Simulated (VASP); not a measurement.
# Rb in VASP: single point with PBEsol

Aim: the single point of Rb with PBEsol.

All numbers are computed with VASP 6.6.1; they aren't measurements. Logs are shortened: lines on timing, memory, paths and dates and some standing lists are left out, and cuts for length are marked.

## 1. The cell of the first run

The typed cell holds 4 atoms: a = 4.878 Å, b = 4.685 Å, c = 15.441 Å, α = 90.00°, β = 90.00°, γ = 90.00°.

## 2. Single point, PBEsol (uniaxial strain along c: -1.5 %, then relaxed in part)

File INCAR:

```
SYSTEM = Rb
ALGO     = Fast           ! electronic algorithm
EDIFF    = 1E-7           ! SCF threshold, eV
ENCUT    = 520            ! plane-wave cutoff, eV
GGA      = PS             ! functional
ISIF     = 2              ! what is computed and relaxed
ISMEAR   = 0              ! smearing method
LASPH    = .True.         ! aspherical terms in the spheres
LCHARG   = .True.         ! write CHGCAR
LELF     = .True.         ! ELF
LREAL    = .False.        ! projectors in reciprocal space
LVHAR    = .True.       
LWAVE    = .False.        ! write WAVECAR
NBANDS   = 26             ! bands
NELM     = 100            ! most SCF steps
PREC     = Accurate       ! precision mode
SIGMA    = 0.1            ! smearing width, eV
```

File KPOINTS:

```
k-points
0
Gamma
  12 12 4
  0 0 0
```

File POSCAR:

```
Rb
1.0
    4.8779427962      0.0000000000      0.0000000000
    0.0000000000      4.6845853986      0.0000000000
    0.0000000000      0.0000000000     15.4410685113
Rb
4
Direct
    0.2500125579      0.2500000000      0.8815607574
    0.2499874421      0.7500000000      0.3815607574
    0.7500125579      0.2500000000      0.6184392426
    0.7499874421      0.7500000000      0.1184392426
```

Potentials or basis: VASP PAW PBE potentials, release 64 (Rb_sv).

Command:

```
$ cat potpaw_PBE.64/Rb_sv/POTCAR > POTCAR
$ mpirun -np 1 vasp_std > vasp.out
```

OUTCAR:

```text
SYSTEM = Rb
   EDIFF = 1E-7
   ENCUT = 520
   GGA = PS
   ISIF = 2
   ISMEAR = 0
   LASPH = .True.
   LREAL = .False.
   NELM = 100
   PREC = Accurate

 ion  position               nearest neighbor table
   1  0.250  0.250  0.882-   3 4.74   3 4.74   4 4.98   4 4.98   4 4.98   4 4.98
   2  0.250  0.750  0.382-   4 4.74   4 4.74   3 4.98   3 4.98   3 4.98   3 4.98
   3  0.750  0.250  0.618-   1 4.74   1 4.74   2 4.98   2 4.98   2 4.98   2 4.98
   4  0.750  0.750  0.118-   2 4.74   2 4.74   1 4.98   1 4.98   1 4.98   1 4.98

  LATTYP: Found a simple orthorhombic cell.
 ALAT       =     4.6845853986
 B/A-ratio  =     1.0412752423
 C/A-ratio  =     3.2961440976

  Lattice vectors:

 A1 = (   0.0000000000,  -4.6845853986,   0.0000000000)
 A2 = (   4.8779427962,   0.0000000000,   0.0000000000)
 A3 = (   0.0000000000,   0.0000000000,  15.4410685113)

Analysis of symmetry for initial positions (statically):
=====================================================================
 Subroutine PRICEL returns:
 Original cell was already a primitive cell.

 Routine SETGRP: Setting up the symmetry group for a
 simple orthorhombic supercell.

 Subroutine GETGRP returns: Found  8 space group operations
 (whereof  2 operations were pure point group operations)
 out of a pool of  8 trial point group operations.

The static configuration has the point symmetry S_2 .
 The point group associated with its full space group is D_2h.

Analysis of symmetry for dynamics (positions and initial velocities):
=====================================================================
 Subroutine PRICEL returns:
 Original cell was already a primitive cell.

 Routine SETGRP: Setting up the symmetry group for a
 simple orthorhombic supercell.

 Subroutine GETGRP returns: Found  8 space group operations
 (whereof  2 operations were pure point group operations)
 out of a pool of  8 trial point group operations.

The dynamic configuration has the point symmetry S_2 .
 The point group associated with its full space group is D_2h.

 Subroutine INISYM returns: Found  8 space group operations
 (whereof  2 operations are pure point group operations),
 and found     1 'primitive' translations

----------------------------------------------------------------------------------------

                                     Primitive cell

  volume of cell :     352.8460

  direct lattice vectors                    reciprocal lattice vectors
     4.877942796  0.000000000  0.000000000     0.205004454  0.000000000  0.000000000
     0.000000000  4.684585399  0.000000000     0.000000000  0.213466063  0.000000000
     0.000000000  0.000000000 15.441068511     0.000000000  0.000000000  0.064762358

  length of vectors
     4.877942796  4.684585399 15.441068511     0.205004454  0.213466063  0.064762358

  position of ions in fractional coordinates (direct lattice)
     0.250012558  0.250000000  0.881560757
     0.249987442  0.750000000  0.381560757
     0.750012558  0.250000000  0.618439243
     0.749987442  0.750000000  0.118439243

  ion indices of the primitive-cell ions
   primitive index   ion index
                 1           1
                 2           2
                 3           3
                 4           4

----------------------------------------------------------------------------------------

 KPOINTS: k-points

Automatic generation of k-mesh.
 Grid dimensions read from file:
 generate k-points for:   12   12    4

 Generating k-lattice:

  Cartesian coordinates                     Fractional coordinates (reciprocal lattice)
     0.017083705  0.000000000  0.000000000     0.083333333  0.000000000  0.000000000
     0.000000000  0.017788839  0.000000000     0.000000000  0.083333333  0.000000000
     0.000000000  0.000000000  0.016190589     0.000000000  0.000000000  0.250000000

  Length of vectors
     0.017083705  0.017788839  0.016190589

  Shift w.r.t. Gamma in fractional coordinates (k-lattice)
     0.000000000  0.000000000  0.000000000

 Subroutine IBZKPT returns following result:
 ===========================================

 Found    147 irreducible k-points:

 Following reciprocal coordinates:
            Coordinates               Weight
  0.000000  0.000000  0.000000      1.000000
  0.083333  0.000000  0.000000      2.000000
  0.166667  0.000000  0.000000      2.000000
  0.250000  0.000000  0.000000      2.000000
  0.333333  0.000000  0.000000      2.000000
  0.416667  0.000000  0.000000      2.000000
[... 16 lines left out ...]
  0.083333  0.250000  0.000000      4.000000
  0.166667  0.250000  0.000000      4.000000
 [... further k-points ...]
   k-points           NKPTS =    147   k-points in BZ     NKDIM =    147   number of bands    NBANDS=     26
   number of dos      NEDOS =    301   number of ions     NIONS =      4
   total plane-waves  NPLWV = 155520
   dimension x,y,z NGX =    36 NGY =   36 NGZ =  120
   dimension x,y,z NGXF=    72 NGYF=   72 NGZF=  240
   ions per type =               4
   NGX,Y,Z   is equivalent  to a cutoff of  12.27, 12.78, 12.92 a.u.
   NGXF,Y,Z  is equivalent  to a cutoff of  24.54, 25.55, 25.84 a.u.
 SYSTEM =  Rb
   PREC   = accura    normal or accurate (medium, high low for compatibility)
   ISTART =      0    job   : 0-new  1-cont  2-samecut
   ICHARG =      2    charge: 1-file 2-atom 10-const
   ISPIN  =      1    spin polarized calculation?
   LNONCOLLINEAR =      F non collinear calculations
   LSORBIT =      F    spin-orbit coupling
   LASPH  =      T    aspherical Exc in radial PAW
   ENCUT  =  520.0 eV  38.22 Ry    6.18 a.u.   9.07  8.71 28.71*2*pi/ulx,y,z
   NELM   =    100;   NELMIN=  2; NELMDL= -5     # of ELM steps
   EDIFF  = 0.1E-06   stopping-criterion for ELM
   LREAL  =      F    real-space projection
   EDIFFG = 0.1E-05   stopping-criterion for IOM
   NSW    =      0    number of steps for IOM
   IBRION =     -1    ionic relax: 0-MD 1-quasi-New 2-CG
   NFREE  =      0    steps in history (QN), initial steepest desc. (CG)
   ISIF   =      2    stress and relaxation
   ISYM   =      2    0-nonsym 1-usesym 2-fastsym
   POTIM  = 0.5000    time-step for ionic-motion
   TEBEG  =    0.0;   TEEND  =   0.0 temperature during run
   PSTRESS=    0.0 pullay stress
   NELECT =      36.0000    total number of electrons
   NUPDOWN=      -1.0000    fix difference up-down
   EMIN   =  10.00;   EMAX   =-10.00  energy-range for DOS
   EFERMI =   0.00;   METHOD = LEGACY
   ISMEAR =     0;   SIGMA  =   0.10  broadening in eV -4-tet -1-fermi 0-gaus
   EFERMI_NEDOS =   21; number of points for ismear=-14 and -15
   IALGO  =     68    algorithm
   IMIX   =      4    mixing-type and parameters
     AMIX     =   0.40;   BMIX     =  1.00
     AMIX_MAG =   1.60;   BMIX_MAG =  1.00
  volume/ion in A,a.u.               =      88.21       595.28
  Fermi-wavevector in a.u.,A,eV,Ry     =   0.764975  1.445593  7.961950  0.585187
  Thomas-Fermi vector in A             =   1.864994
   LORBIT       =      0    0 simple, 1 ext, 2 COOP (PROOUT), +10 PAW based schemes
   GGA     = PS    functional components
   LHFCALC =     F    Hartree Fock is set to
   AEXX    =    0.0000 exact exchange contribution
   IVDW    =     0    specifies the selected vdW correction
   LEPSILON=     F    determine dielectric tensor
   LRPA    =     F    only Hartree local field effects (RPA)
 non-spin polarized calculation
 RMM-DIIS sequential band-by-band and
 Gauss-broadening in eV      SIGMA  =   0.10
  energy-cutoff  :      520.00
  volume of cell :      352.85
 maximum number of plane-waves:      9564
   NGX = 19   NGY = 17   NGZ = 57

 number of electron      36.0000000 magnetization

 Free energy of the ion-electron system (eV)
  ---------------------------------------------------
  ext. energy  EPLUGINS =         0.00000000
  ---------------------------------------------------
  free energy    TOTEN  =        -3.98499124 eV

  energy without entropy =       -3.96633031  energy(sigma->0) =       -3.97566077

 E-fermi :   0.0239     XC(G=0):  -5.5929

 val. band max:        0.0213302845   @ k =   0.5000   0.1667   0.2500
 cond. band min:       0.0318317271   @ k =   0.2500   0.0000   0.5000
 fundamental gap:      0.0105014426
 Fermi energy:         0.0239395243

 k-point     1 :       0.0000    0.0000    0.0000
  band No.  band energies     occupation
      1     -28.8564      2.00000
      2     -28.8533      2.00000
      3     -28.8532      2.00000
      4     -28.8501      2.00000
      5     -13.0167      2.00000
      6     -12.9609      2.00000
[... 18 lines left out ...]
     25       2.6540      0.00000
     26       2.8869      0.00000

 k-point     2 :       0.0833    0.0000    0.0000
  band No.  band energies     occupation
      1     -28.8561      2.00000
      2     -28.8531      2.00000
      3     -28.8531      2.00000
      4     -28.8501      2.00000
      5     -13.0141      2.00000
      6     -12.9634      2.00000
[... 18 lines left out ...]
     25       2.5417      0.00000
     26       2.8987      0.00000

 k-point     3 :       0.1667    0.0000    0.0000
  band No.  band energies     occupation
      1     -28.8554      2.00000
      2     -28.8528      2.00000
      3     -28.8527      2.00000
      4     -28.8500      2.00000
      5     -13.0066      2.00000
      6     -12.9714      2.00000
[... 18 lines left out ...]
     25       2.2811      0.00000
     26       2.9398      0.00000

 k-point     4 :       0.2500    0.0000    0.0000
  band No.  band energies     occupation
      1     -28.8544      2.00000
      2     -28.8522      2.00000
      3     -28.8522      2.00000
      4     -28.8500      2.00000
      5     -12.9950      2.00000
      6     -12.9849      2.00000
[... 18 lines left out ...]
     25       2.3839      0.00000
     26       2.6201      0.00000
[... 496 lines left out ...]
      1     -28.8541      2.00000
      2     -28.8519      2.00000
      3     -28.8510      2.00000
      4     -28.8488      2.00000
      5     -13.0063      2.00000
      6     -12.9794      2.00000
[... 18 lines left out ...]
     25       2.6181      0.00000
     26       2.8027      0.00000

 k-point    23 :       0.0833    0.2500    0.0000
  band No.  band energies     occupation
      1     -28.8539      2.00000
      2     -28.8517      2.00000
      3     -28.8508      2.00000
      4     -28.8487      2.00000
      5     -13.0039      2.00000
      6     -12.9784      2.00000
[... 18 lines left out ...]
     25       2.6315      0.00000
     26       2.7485      0.00000

 k-point    24 :       0.1667    0.2500    0.0000
  band No.  band energies     occupation
      1     -28.8532      2.00000
      2     -28.8513      2.00000
      3     -28.8505      2.00000
      4     -28.8486      2.00000
      5     -12.9970      2.00000
      6     -12.9763      2.00000
[... 18 lines left out ...]
     25       2.4216      0.00000
     26       2.5190      0.00000

 [... further k-points ...]

------------------------ aborting loop because EDIFF is reached ----------------------------------------

  FORCE on cell =-STRESS in cart. coord.  units (eV):
  Direction    XX          YY          ZZ          XY          YZ          ZX
  --------------------------------------------------------------------------------------
  -------------------------------------------------------------------------------------
  Total        0.0113215      0.0079709      0.1623632     -0.0000000      0.0000000      0.0000000
  in kB        0.0514077      0.0361935      0.7372469     -0.0000000      0.0000000      0.0000000
  external PRESSURE =       0.2749494 kB  Pullay stress =       0.0000000 kB

 VOLUME and BASIS-vectors are now :
 -----------------------------------------------------------------------------
  energy-cutoff  :      520.00
  volume of cell :      352.85
      direct lattice vectors                 reciprocal lattice vectors
     4.877942796  0.000000000  0.000000000     0.205004454  0.000000000  0.000000000
     0.000000000  4.684585399  0.000000000     0.000000000  0.213466063  0.000000000
     0.000000000  0.000000000 15.441068511     0.000000000  0.000000000  0.064762358

 POSITION                                       TOTAL-FORCE (eV/Angst)
 -----------------------------------------------------------------------------------
      1.21955      1.17115     13.61224        -0.000021      0.000000     -0.000258
      1.21942      3.51344      5.89171         0.000021      0.000000     -0.000258
      3.65852      1.17115      9.54936        -0.000021      0.000000      0.000258
      3.65840      3.51344      1.82883         0.000021      0.000000      0.000258
 -----------------------------------------------------------------------------------
    total drift:                                0.000000      0.000000      0.000000

  FREE ENERGIE OF THE ION-ELECTRON SYSTEM (eV)
  ---------------------------------------------------
  free  energy   TOTEN  =        -3.9849912360 eV

  energy  without entropy=       -3.9663303060  energy(sigma->0) =       -3.97566077
```

It took 17 min on 1 thread of Intel Xeon 6975P-C (Granite Rapids), shared host; peak memory 1.1 GiB.

Results:

```
Free energy            : -3.9850 eV
Pressure               : 0.0 GPa
Band gap on the k mesh : zero (bands 18 and 19 overlap by 2.08 eV)
```

Caveat: the cell differs from its parent crystal (uniaxial strain along c: -1.5 %, then relaxed in part); the PAW data sets were made with another functional, which shifts forces and pressure a little.
